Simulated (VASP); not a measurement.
# ScF3 in VASP: notebook

ScF3 is run at these levels: LDA; tasks: single point.

Everything below comes from runs of VASP 6.6.1. Logs are shortened: lines on timing, memory, paths and dates and some standing lists are left out, and cuts for length are marked.

**1. The cell of the first run**

The structure is cubic, space group Pm-3m (No. 221). The conventional cell has a = 4.065 Å, b = 4.065 Å, c = 4.065 Å, α = 90.00°, β = 90.00°, γ = 90.00°. Sc (site symmetry m-3m) has 6 F at 2.03 Å within 2.7 Å. F (site symmetry 4/mmm) has 2 Sc at 2.03 Å within 2.7 Å.

**2. Single point, LDA (volume scaled by 1.04)**

The input, INCAR:

```
PREC = Accurate ; ENCUT = 520
EDIFF = 1E-6 ; ISMEAR = -1
SIGMA = 0.02 ; LREAL = F
LASPH = T ; NELM = 100
ALGO = Normal ; ISIF = 2
LWAVE = F ; LCHARG = F
NBANDS = 24
```

The input, KPOINTS:

```
regular mesh
0
Gamma
  6 6 6
```

The input, POSCAR:

```
ScF3
1.0
    4.0652514499      0.0000000000      0.0000000000
    0.0000000000      4.0652514499      0.0000000000
    0.0000000000      0.0000000000      4.0652514499
Sc F
1 3
Direct
    0.0000000000      0.0000000000      0.0000000000
    0.5000000000      0.0000000000      0.0000000000
    0.0000000000      0.5000000000      0.0000000000
    0.0000000000      0.0000000000      0.5000000000
```

Potentials or basis: VASP PAW LDA potentials, release 64 (Sc_sv, F).

The run is started by

```bash
$ cat potpaw_LDA.64/Sc_sv/POTCAR potpaw_LDA.64/F/POTCAR > POTCAR
$ mpirun -np 1 vasp_std > vasp.out
```

OUTCAR:

```text
PREC = Accurate
   ENCUT = 520
   EDIFF = 1E-6
   ISMEAR = -1
   LREAL = F
   LASPH = T
   NELM = 100
   ISIF = 2

 ion  position               nearest neighbor table
   1  0.000  0.000  0.000-   2 2.03   3 2.03   4 2.03   4 2.03   3 2.03   2 2.03
   2  0.500  0.000  0.000-   1 2.03   1 2.03
   3  0.000  0.500  0.000-   1 2.03   1 2.03
   4  0.000  0.000  0.500-   1 2.03   1 2.03

  LATTYP: Found a simple cubic cell.
 ALAT       =     4.0652514499

  Lattice vectors:

 A1 = (   4.0652514499,   0.0000000000,   0.0000000000)
 A2 = (   0.0000000000,   4.0652514499,   0.0000000000)
 A3 = (   0.0000000000,   0.0000000000,   4.0652514499)

Analysis of symmetry for initial positions (statically):
=====================================================================
 Subroutine PRICEL returns:
 Original cell was already a primitive cell.

 Routine SETGRP: Setting up the symmetry group for a
 simple cubic supercell.

 Subroutine GETGRP returns: Found 48 space group operations
 (whereof 48 operations were pure point group operations)
 out of a pool of 48 trial point group operations.

The static configuration has the point symmetry O_h .

Analysis of symmetry for dynamics (positions and initial velocities):
=====================================================================
 Subroutine PRICEL returns:
 Original cell was already a primitive cell.

 Routine SETGRP: Setting up the symmetry group for a
 simple cubic supercell.

 Subroutine GETGRP returns: Found 48 space group operations
 (whereof 48 operations were pure point group operations)
 out of a pool of 48 trial point group operations.

The dynamic configuration has the point symmetry O_h .

 Subroutine INISYM returns: Found 48 space group operations
 (whereof 48 operations are pure point group operations),
 and found     1 'primitive' translations

----------------------------------------------------------------------------------------

                                     Primitive cell

  volume of cell :      67.1834

  direct lattice vectors                    reciprocal lattice vectors
     4.065251450  0.000000000  0.000000000     0.245987244  0.000000000  0.000000000
     0.000000000  4.065251450  0.000000000     0.000000000  0.245987244  0.000000000
     0.000000000  0.000000000  4.065251450     0.000000000  0.000000000  0.245987244

  length of vectors
     4.065251450  4.065251450  4.065251450     0.245987244  0.245987244  0.245987244

  position of ions in fractional coordinates (direct lattice)
     0.000000000  0.000000000  0.000000000
     0.500000000  0.000000000  0.000000000
     0.000000000  0.500000000  0.000000000
     0.000000000  0.000000000  0.500000000

  ion indices of the primitive-cell ions
   primitive index   ion index
                 1           1
                 2           2
                 3           3
                 4           4

----------------------------------------------------------------------------------------

 KPOINTS: regular mesh

Automatic generation of k-mesh.
 Grid dimensions read from file:
 generate k-points for:    6    6    6

 Generating k-lattice:

  Cartesian coordinates                     Fractional coordinates (reciprocal lattice)
     0.040997874  0.000000000  0.000000000     0.166666667  0.000000000  0.000000000
     0.000000000  0.040997874  0.000000000     0.000000000  0.166666667  0.000000000
     0.000000000  0.000000000  0.040997874     0.000000000  0.000000000  0.166666667

  Length of vectors
     0.040997874  0.040997874  0.040997874

  Shift w.r.t. Gamma in fractional coordinates (k-lattice)
     0.000000000  0.000000000  0.000000000

 Subroutine IBZKPT returns following result:
 ===========================================

 Found     20 irreducible k-points:

 Following reciprocal coordinates:
            Coordinates               Weight
  0.000000  0.000000  0.000000      1.000000
  0.166667  0.000000  0.000000      6.000000
  0.333333  0.000000  0.000000      6.000000
  0.500000  0.000000  0.000000      3.000000
  0.166667  0.166667  0.000000     12.000000
  0.333333  0.166667  0.000000     24.000000
[... 12 lines left out ...]
  0.500000  0.500000  0.333333      6.000000
  0.500000  0.500000  0.500000      1.000000
   k-points           NKPTS =     20   k-points in BZ     NKDIM =     20   number of bands    NBANDS=     24
   number of dos      NEDOS =    301   number of ions     NIONS =      4
   total plane-waves  NPLWV =  27000
   dimension x,y,z NGX =    30 NGY =   30 NGZ =   30
   dimension x,y,z NGXF=    60 NGYF=   60 NGZF=   60
   ions per type =               1   3
   NGX,Y,Z   is equivalent  to a cutoff of  12.27, 12.27, 12.27 a.u.
   NGXF,Y,Z  is equivalent  to a cutoff of  24.54, 24.54, 24.54 a.u.
 SYSTEM =  unknown system
   PREC   = accura    normal or accurate (medium, high low for compatibility)
   ISTART =      0    job   : 0-new  1-cont  2-samecut
   ICHARG =      2    charge: 1-file 2-atom 10-const
   ISPIN  =      1    spin polarized calculation?
   LNONCOLLINEAR =      F non collinear calculations
   LSORBIT =      F    spin-orbit coupling
   LASPH  =      T    aspherical Exc in radial PAW
   ENCUT  =  520.0 eV  38.22 Ry    6.18 a.u.   7.56  7.56  7.56*2*pi/ulx,y,z
   NELM   =    100;   NELMIN=  2; NELMDL= -5     # of ELM steps
   EDIFF  = 0.1E-05   stopping-criterion for ELM
   LREAL  =      F    real-space projection
   EDIFFG = 0.1E-04   stopping-criterion for IOM
   NSW    =      0    number of steps for IOM
   IBRION =     -1    ionic relax: 0-MD 1-quasi-New 2-CG
   NFREE  =      0    steps in history (QN), initial steepest desc. (CG)
   ISIF   =      2    stress and relaxation
   ISYM   =      2    0-nonsym 1-usesym 2-fastsym
   POTIM  = 0.5000    time-step for ionic-motion
   TEBEG  =    0.0;   TEEND  =   0.0 temperature during run
   PSTRESS=    0.0 pullay stress
   NELECT =      32.0000    total number of electrons
   NUPDOWN=      -1.0000    fix difference up-down
   EMIN   =  10.00;   EMAX   =-10.00  energy-range for DOS
   EFERMI =   0.00;   METHOD = LEGACY
   ISMEAR =    -1;   SIGMA  =   0.02  broadening in eV -4-tet -1-fermi 0-gaus
   EFERMI_NEDOS =   21; number of points for ismear=-14 and -15
   IALGO  =     38    algorithm
   IMIX   =      4    mixing-type and parameters
     AMIX     =   0.40;   BMIX     =  1.00
     AMIX_MAG =   1.60;   BMIX_MAG =  1.00
  volume/ion in A,a.u.               =      16.80       113.34
  Fermi-wavevector in a.u.,A,eV,Ry     =   1.278510  2.416033 22.239912  1.634587
  Thomas-Fermi vector in A             =   2.411048
   LORBIT       =      0    0 simple, 1 ext, 2 COOP (PROOUT), +10 PAW based schemes
   GGA     = CA    functional components
   LHFCALC =     F    Hartree Fock is set to
   AEXX    =    0.0000 exact exchange contribution
   IVDW    =     0    specifies the selected vdW correction
   LEPSILON=     F    determine dielectric tensor
   LRPA    =     F    only Hartree local field effects (RPA)
 non-spin polarized calculation
  energy-cutoff  :      520.00
  volume of cell :       67.18
 maximum number of plane-waves:      1856
   NGX = 15   NGY = 15   NGZ = 15

 number of electron      31.9999958 magnetization

 Free energy of the ion-electron system (eV)
  ---------------------------------------------------
  ext. energy  EPLUGINS =         0.00000000
  ---------------------------------------------------
  free energy    TOTEN  =       -29.51785411 eV

  energy without entropy =      -29.51785411  energy(sigma->0) =      -29.51785411

 E-fermi :  -3.4884     XC(G=0):  -8.6993

 val. band max:       -4.0325943491   @ k =   0.5000   0.5000   0.5000
 cond. band min:       1.9528651634   @ k =   0.0000   0.0000   0.0000
 fundamental gap:      5.9854595125
 Fermi energy:        -3.4884144593

 k-point     1 :       0.0000    0.0000    0.0000
  band No.  band energies     occupation
      1     -49.5777      2.00000
      2     -28.5805      2.00000
      3     -28.5805      2.00000
      4     -28.5805      2.00000
      5     -23.6181      2.00000
      6     -23.3420      2.00000
[... 16 lines left out ...]
     23      11.6514      0.00000
     24      11.6514      0.00000

 k-point     2 :       0.1667    0.0000    0.0000
  band No.  band energies     occupation
      1     -49.5767      2.00000
      2     -28.6758      2.00000
      3     -28.5795      2.00000
      4     -28.5795      2.00000
      5     -23.5637      2.00000
      6     -23.3406      2.00000
[... 16 lines left out ...]
     23      10.0615      0.00000
     24      11.9058      0.00000

 k-point     3 :       0.3333    0.0000    0.0000
  band No.  band energies     occupation
      1     -49.5746      2.00000
      2     -28.8514      2.00000
      3     -28.5776      2.00000
      4     -28.5776      2.00000
      5     -23.5281      2.00000
      6     -23.3379      2.00000
[... 16 lines left out ...]
     23       8.2852      0.00000
     24      12.4855      0.00000

 k-point     4 :       0.5000    0.0000    0.0000
  band No.  band energies     occupation
      1     -49.5736      2.00000
      2     -28.9329      2.00000
      3     -28.5767      2.00000
      4     -28.5767      2.00000
      5     -23.5203      2.00000
      6     -23.3363      2.00000
[... 16 lines left out ...]
     23       7.1885      0.00000
     24      12.8263      0.00000

 k-point     5 :       0.1667    0.1667    0.0000
  band No.  band energies     occupation
      1     -49.5757      2.00000
      2     -28.6757      2.00000
      3     -28.6739      2.00000
      4     -28.5786      2.00000
      5     -23.4983      2.00000
      6     -23.2407      2.00000
[... 343 lines left out ...]
 k-point    18 :       0.5000    0.3333    0.3333
  band No.  band energies     occupation
      1     -49.5675      2.00000
      2     -28.9260      2.00000
      3     -28.8444      2.00000
      4     -28.8428      2.00000
      5     -22.8715      2.00000
      6     -22.8244      2.00000
[... 16 lines left out ...]
     23       8.7371      0.00000
     24       9.6544      0.00000

 k-point    19 :       0.5000    0.5000    0.3333
  band No.  band energies     occupation
      1     -49.5664      2.00000
      2     -28.9248      2.00000
      3     -28.9248      2.00000
      4     -28.8425      2.00000
      5     -22.8469      2.00000
      6     -22.6584      2.00000
[... 16 lines left out ...]
     23       9.3863      0.00000
     24       9.3863      0.00000

 k-point    20 :       0.5000    0.5000    0.5000
  band No.  band energies     occupation
      1     -49.5654      2.00000
      2     -28.9237      2.00000
      3     -28.9237      2.00000
      4     -28.9237      2.00000
      5     -22.6576      2.00000
      6     -22.6576      2.00000
[... 16 lines left out ...]
     23      10.5363      0.00000
     24      10.5363      0.00000

------------------------ aborting loop because EDIFF is reached ----------------------------------------

  FORCE on cell =-STRESS in cart. coord.  units (eV):
  Direction    XX          YY          ZZ          XY          YZ          ZX
  --------------------------------------------------------------------------------------
  -------------------------------------------------------------------------------------
  Total       -2.4095827     -2.4095827     -2.4095827     -0.0000000     -0.0000000      0.0000000
  in kB      -57.4632501    -57.4632501    -57.4632501     -0.0000000     -0.0000000      0.0000000
  external PRESSURE =     -57.4632501 kB  Pullay stress =       0.0000000 kB

 VOLUME and BASIS-vectors are now :
 -----------------------------------------------------------------------------
  energy-cutoff  :      520.00
  volume of cell :       67.18
      direct lattice vectors                 reciprocal lattice vectors
     4.065251450  0.000000000  0.000000000     0.245987244  0.000000000  0.000000000
     0.000000000  4.065251450  0.000000000     0.000000000  0.245987244  0.000000000
     0.000000000  0.000000000  4.065251450     0.000000000  0.000000000  0.245987244

 POSITION                                       TOTAL-FORCE (eV/Angst)
 -----------------------------------------------------------------------------------
      0.00000      0.00000      0.00000         0.000000      0.000000      0.000000
      2.03263      0.00000      0.00000         0.000000      0.000000      0.000000
      0.00000      2.03263      0.00000         0.000000      0.000000      0.000000
      0.00000      0.00000      2.03263         0.000000      0.000000      0.000000
 -----------------------------------------------------------------------------------
    total drift:                                0.000000      0.000000      0.000000

  FREE ENERGIE OF THE ION-ELECTRON SYSTEM (eV)
  ---------------------------------------------------
  free  energy   TOTEN  =       -29.5178541077 eV

  energy  without entropy=      -29.5178541077  energy(sigma->0) =      -29.51785411
```

Wall time 40 s (1 thread of Intel Xeon Platinum 8175M at 2.50GHz (Skylake/Cascade Lake), shared host); peak memory 0.16 GiB.

Results:

- Free energy: -29.5179 eV
- Pressure: -5.7 GPa
- Band gap on the k mesh: 5.99 eV, indirect (least direct gap 6.51 eV)

Levels at points of the mesh, in eV from the valence-band top:
```tsv
k point	band 13	band 14	band 15	band 16	band 17	band 18	band 19	band 20
(0.00, 0.00, 0.00)	-0.55	-0.52	-0.52	-0.52	5.99	5.99	5.99	7.51
(0.50, 0.00, 0.00)	-1.11	-0.67	-0.53	-0.53	6.02	6.84	6.84	7.62
(0.50, 0.50, 0.00)	-1.09	-0.91	-0.91	0.00	6.87	6.87	7.48	8.23
(0.50, 0.50, 0.50)	-2.17	0.00	0.00	0.00	7.52	7.52	7.52	10.28
```

 A k mesh can miss the band edges.

**3. Single point, LDA (equal xy, yz and zx shear strains of -2 %)**

The input, INCAR:

```
  ALGO = Normal
  EDIFF = 1E-6
  ENCUT = 520
  ISIF = 2
  ISMEAR = -1
  LASPH = T
  LCHARG = F
  LREAL = F
  LWAVE = F
  NBANDS = 24
  NELM = 80
  PREC = Accurate
  SIGMA = 0.02
```

The input, KPOINTS:

```
k-points
0
Gamma
  6 6 6
```

The input, POSCAR:

```
ScF3
1.0
    4.0124500000     -0.0401245000     -0.0401245000
   -0.0401245000      4.0124500000     -0.0401245000
   -0.0401245000     -0.0401245000      4.0124500000
Sc F
1 3
Direct
    0.0000000000      0.0000000000      0.0000000000
    0.5000000000      0.0000000000      0.0000000000
    0.0000000000      0.5000000000      0.0000000000
    0.0000000000      0.0000000000      0.5000000000
```

Potentials or basis: VASP PAW LDA potentials, release 64 (Sc_sv, F).

The run is started by

```bash
$ cat potpaw_LDA.64/Sc_sv/POTCAR potpaw_LDA.64/F/POTCAR > POTCAR
$ mpirun -np 1 vasp_std > vasp.out
```

OUTCAR:

```text
EDIFF = 1E-6
   ENCUT = 520
   ISIF = 2
   ISMEAR = -1
   LASPH = T
   LREAL = F
   NELM = 80
   PREC = Accurate

 ion  position               nearest neighbor table
   1  0.000  0.000  0.000-   4 2.01   4 2.01   2 2.01   3 2.01   3 2.01   2 2.01
   2  0.500  0.000  0.000-   1 2.01   1 2.01
   3  0.000  0.500  0.000-   1 2.01   1 2.01
   4  0.000  0.000  0.500-   1 2.01   1 2.01

  LATTYP: Found a trigonal (rhomboedric) cell.
 ALAT       =     4.0128512249
 COS(alpha) =    -0.0198960208
[... 843 lines left out ...]

  FORCE on cell =-STRESS in cart. coord.  units (eV):
  Direction    XX          YY          ZZ          XY          YZ          ZX
  --------------------------------------------------------------------------------------
  -------------------------------------------------------------------------------------
  Total       -0.9414708     -0.9414708     -0.9414708      0.1470875      0.1470875      0.1470875
  in kB      -23.3571437    -23.3571437    -23.3571437      3.6491243      3.6491243      3.6491243
  external PRESSURE =     -23.3571437 kB  Pullay stress =       0.0000000 kB

 VOLUME and BASIS-vectors are now :
 -----------------------------------------------------------------------------
  energy-cutoff  :      520.00
  volume of cell :       64.58
      direct lattice vectors                 reciprocal lattice vectors
     4.012450000 -0.040124500 -0.040124500     0.249274648  0.002517926  0.002517926
    -0.040124500  4.012450000 -0.040124500     0.002517926  0.249274648  0.002517926
    -0.040124500 -0.040124500  4.012450000     0.002517926  0.002517926  0.249274648

 POSITION                                       TOTAL-FORCE (eV/Angst)
 -----------------------------------------------------------------------------------
      0.00000      0.00000      0.00000         0.000000      0.000000     -0.000000
      2.00623     -0.02006     -0.02006        -0.000000      0.000000      0.000000
     -0.02006      2.00623     -0.02006        -0.000000      0.000000     -0.000000
     -0.02006     -0.02006      2.00623         0.000000     -0.000000      0.000000
 -----------------------------------------------------------------------------------
    total drift:                                0.000000      0.000000      0.000000

  FREE ENERGIE OF THE ION-ELECTRON SYSTEM (eV)
  ---------------------------------------------------
  free  energy   TOTEN  =       -29.5750969560 eV

  energy  without entropy=      -29.5750969560  energy(sigma->0) =      -29.57509696
```

Run time: 35 s. Hardware: 1 thread of AMD EPYC 9R45 (Zen 5), shared host; peak memory 0.13 GiB.

What came out:

```
Free energy            : -29.5751 eV
Pressure               : -2.3 GPa
Band gap on the k mesh : 6.17 eV, indirect (least direct gap 6.66 eV)
```

Stress tensor (GPa, compression positive):
```
-2.34  0.36  0.36
 0.36 -2.34  0.36
 0.36  0.36 -2.34
```

Caveat: the cell differs from its parent crystal (equal xy, yz and zx shear strains of -2 %). A k mesh can miss the band edges.

**4. Single point, LDA (equal xy, yz and zx shear strains of -1 %)**

The input, INCAR:

```
SYSTEM = ScF3
PREC = Accurate ; ENCUT = 520
EDIFF = 1E-6 ; ISMEAR = -1
SIGMA = 0.02 ; LREAL = .False.
LASPH = .True. ; NELM = 80
ALGO = Normal ; ISIF = 2
LWAVE = .False. ; LCHARG = .False.
NBANDS = 24
```

The input, KPOINTS:

```
regular mesh
0
Gamma
  6 6 6
  0 0 0
```

The input, POSCAR:

```
ScF3
1.0
    4.0124500000     -0.0200622500     -0.0200622500
   -0.0200622500      4.0124500000     -0.0200622500
   -0.0200622500     -0.0200622500      4.0124500000
Sc F
1 3
Direct
    0.0000000000      0.0000000000      0.0000000000
    0.5000000000      0.0000000000      0.0000000000
    0.0000000000      0.5000000000      0.0000000000
    0.0000000000      0.0000000000      0.5000000000
```

The run is started by

```bash
$ cat potpaw_LDA.64/Sc_sv/POTCAR potpaw_LDA.64/F/POTCAR > POTCAR
$ mpirun -np 1 vasp_std > vasp.out
```

Wall time 37 s (1 thread of AMD EPYC 9R45 (Zen 5), shared host); peak memory 0.14 GiB.

Results (log left out):

| Item | Value |
| --- | --- |
| Free energy | -29.5782 eV |
| Pressure | -2.3 GPa |
| Band gap on the k mesh | 6.18 eV, indirect (least direct gap 6.69 eV) |

Stress tensor (GPa, compression positive):
```
-2.33  0.18  0.18
 0.18 -2.33  0.18
 0.18  0.18 -2.33
```

Levels at points of the mesh, in eV from the valence-band top:
```
           k point  band 12  band 13  band 14  band 15  band 16  band 17  band 18  band 19  band 20  band 21
(0.00, 0.00, 0.00)    -0.59    -0.59    -0.53    -0.53    -0.51     6.18     6.18     6.18     7.61     7.95
(0.50, 0.00, 0.00)    -1.18    -1.18    -0.71    -0.57    -0.52     6.22     7.10     7.11     7.98     9.16
(0.50, 0.50, 0.00)    -1.17    -1.15    -0.96    -0.96    -0.01     7.13     7.15     7.79     8.63    10.77
(0.50, 0.50, 0.50)    -2.32    -2.29     0.00     0.00     0.00     7.83     7.85     7.85    10.77    10.77
```

Caveat: the cell differs from its parent crystal (equal xy, yz and zx shear strains of -1 %).

[end of part 1 of 2]
